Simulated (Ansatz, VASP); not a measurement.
## Two plane-wave programs on PbSe

INCAR

```
PREC = Accurate
ENCUT = 520
EDIFF = 1E-7
ISMEAR = 0
SIGMA = 0.03
LREAL = False
LASPH = True
NELM = 80
ALGO = Normal
ISIF = 2
LWAVE = False
LCHARG = True
GGA = PE
IVDW = 12
LELF = True
LVHAR = True
NBANDS = 17
```

File KPOINTS:

```
regular mesh
0
Gamma
  10 10 10
```

The input POSCAR:

```
PbSe
1.0
    0.0000000000      2.9029133377      3.0950862007
    2.9029133377      0.0000000000      3.0950862007
    2.9029133377      2.9029133377      0.0000000000
Pb Se
1 1
Direct
    0.0000000000      0.0000000000      0.0000000000
    0.5000000000      0.5000000000      0.5000000000
```

Input for Ansatz:

```yaml
crystal:
  lattice:
    - [0.0, 2.9029133377, 3.0950862007]
    - [2.9029133377, 0.0, 3.0950862007]
    - [2.9029133377, 2.9029133377, 0.0]
  atoms:
    - { symbol: Pb, position: [0.0, 0.0, 0.0] }
    - { symbol: Se, position: [0.5, 0.5, 0.5] }
basis:
  ecutwfc: 420
kpoints:
  mp_grid: { grid: [10, 10, 10] }
hamiltonian:
  xc: pbe
  dispersion: d3bj
scf:
  occupations: { method: gaussian, width: 0.03 }
output:
  forces: true
  stress: true
  eigenvalues: true
```

Alike in both runs: task single point; functional PBE; dispersion D3(BJ); k mesh 10 × 10 × 10; occupations gaussian, width 0.03 eV; no spin polarisation.

|  | VASP | Ansatz |
| --- | --- | --- |
| version | VASP 6.6.1 | Ansatz 0.2.0 |
| potentials or method | VASP PAW PBE potentials, release 64 (Pb_d, Se), cutoff 520 eV | scalar-relativistic, plane waves, PAW |
| valence electrons in the cell | 20 | 30 |

```tsv
	VASP	Ansatz	Ansatz less VASP
gap on the k mesh at the Fermi level (eV)	0.20	0.21	+0.005
least direct gap on the mesh (eV)	0.20	0.21	+0.005
pressure (GPa)	7.2	7.2	0.00
traceless stress, the component that is largest in VASP (GPa)	-7.41	-7.39	+0.019
```

VASP's potentials hold 20 valence electrons a cell and Ansatz's 30, so a difference there can come from the potentials and not from the codes.

Spin-orbit coupling is off throughout.
